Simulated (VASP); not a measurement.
## AlV2C: single point with PBEsol

The system is AlV2C.

```
V Al C
1.0
     2.88760    0.00000    0.00000
    -1.44380    2.50073    0.00000
     0.00000    0.00000   13.10482
V Al C
4 2 2
Cartesian
  0.0000 1.6672 11.9728
  1.4438 0.8336 1.1320
  1.4438 0.8336 5.4204
  0.0000 1.6672 7.6845
  1.4438 0.8336 9.8286
  0.0000 1.6672 3.2762
  0.0000 0.0000 6.5524
  0.0000 0.0000 0.0000
```

* Program: VASP 6.6.1
* Task: single point
* Functional: PBEsol
* Potentials or basis: VASP PAW PBE potentials, release 64 (V_sv, Al, C)
* Cutoff: 520 eV
* k mesh: 11 × 11 × 2
* Occupations: fermi-dirac, width 0.05 eV
* Spin: collinear spin, ferromagnetic start
* Starting moments: [2.0, 2.0, 2.0, 2.0, 0.0, 0.0, 0.0, 0.0] μB

| Quantity | Value |
| --- | --- |
| Pressure | -3.5 GPa |
| Largest force | 0.445 eV/Å |
| Band gap on the k mesh | zero (filled and empty bands overlap) |
| Net moment | 0.00 μB per cell |
| Valence electrons inside the program's atomic spheres | V 11.73; Al 0.82; C 2.46 |

Forces in eV/Å, atoms in the order of the input:
```
V    0.000  0.000  0.445
V    0.000  0.000 -0.445
V    0.000  0.000  0.445
V    0.000  0.000 -0.445
Al   0.000  0.000  0.000
Al   0.000  0.000  0.000
C    0.000  0.000  0.000
C    0.000  0.000  0.000
```

Stress tensor (GPa, compression positive):
```
-3.20  0.00  0.00
 0.00 -3.20  0.00
 0.00  0.00 -4.05
```

Levels at points of the mesh, in eV from the Fermi level:
Spin up:
```tsv
k point	band 29	band 30	band 31	band 32	band 33	band 34	band 35	band 36	band 37	band 38
(0.00, 0.00, 0.00)	-1.02	-0.68	-0.26	-0.26	-0.25	-0.25	0.59	0.59	0.63	0.63
(0.00, 0.00, 0.50)	-0.81	-0.81	-0.25	-0.25	-0.25	-0.25	0.61	0.61	0.61	0.61
```
Spin down:
```tsv
k point	band 29	band 30	band 31	band 32	band 33	band 34	band 35	band 36	band 37	band 38
(0.00, 0.00, 0.00)	-1.02	-0.68	-0.26	-0.26	-0.25	-0.25	0.59	0.59	0.63	0.63
(0.00, 0.00, 0.50)	-0.81	-0.81	-0.25	-0.25	-0.25	-0.25	0.61	0.61	0.61	0.61
```

Run time: 5.1 min on 1 thread of AMD EPYC 9R14 (Zen 4), with other jobs on the host, peak memory 0.36 GiB.

Caveat: the PAW data sets were made with another functional, which shifts forces and pressure a little.
